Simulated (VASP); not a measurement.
# Ni: single point with BLYP

Crystal: Ni.

```
CELL_PARAMETERS angstrom
2.62542 0.00000 0.00000
-1.31271 2.27368 0.00000
0.00000 0.00000 8.60287
ATOMIC_POSITIONS crystal
Ni 0.00000 0.00000 0.00000
Ni 0.00000 0.00000 0.50000
Ni 0.33333 0.66667 0.25000
Ni 0.66667 0.33333 0.75000
```

This isn't the form of Ni at room conditions, which is fcc.

| Quantity | Value |
| --- | --- |
| Program | VASP 6.6.1 |
| Task | single point |
| Functional | BLYP |
| Potentials or basis | VASP PAW PBE potentials, release 64 (Ni) |
| Cutoff | 520 eV |
| k mesh | 16 × 16 × 5 |
| Occupations | fermi-dirac, width 0.05 eV |
| Spin | collinear spin, ferromagnetic start |
| Starting moments | [-0.667, -0.667, -0.676, -0.676] μB |
| Dipole correction | no |
| Further INCAR settings | ALGO = Normal; EDIFF = 1e-07; NBANDS = 32 |

```json
{
  "Pressure": "-14.1 GPa",
  "Net moment": "-2.56 μB per cell",
  "Site moments": "Ni -0.66, -0.67 (each value once) μB",
  "Valence electrons inside the program's atomic spheres": "Ni 9.12"
}
```

Stress tensor (GPa, compression positive):
```
-14.16   0.00   0.00
  0.00 -14.16   0.00
  0.00   0.00 -13.97
```

Levels at points of the mesh, in eV from the Fermi level:
Spin up:
| k point | band 16 | band 17 | band 18 | band 19 | band 20 | band 21 |
| --- | --- | --- | --- | --- | --- | --- |
| (0.00, 0.00, 0.00) | -0.71 | -0.71 | -0.45 | -0.45 | -0.24 | -0.24 |
| (0.50, 0.00, 0.00) | 0.13 | 0.17 | 0.23 | 0.26 | 0.29 | 0.66 |
Spin down:
```tsv
k point	band 17	band 18	band 19	band 20	band 21	band 22	band 23	band 24	band 25	band 26
(0.00, 0.00, 0.00)	-1.28	-1.08	-1.08	-0.91	-0.91	-0.66	-0.66	0.19	4.55	12.85
(0.50, 0.00, 0.00)	-0.58	-0.57	-0.56	-0.55	0.56	1.53	2.00	2.51	5.41	5.43
```

It took 7.9 min on 1 thread of Oxide Virtual Turin-like Processor, on a shared host, peak memory 0.28 GiB.

Caveat: the cell stands under tension; the PAW data sets were made with another functional, which shifts forces and pressure a little.
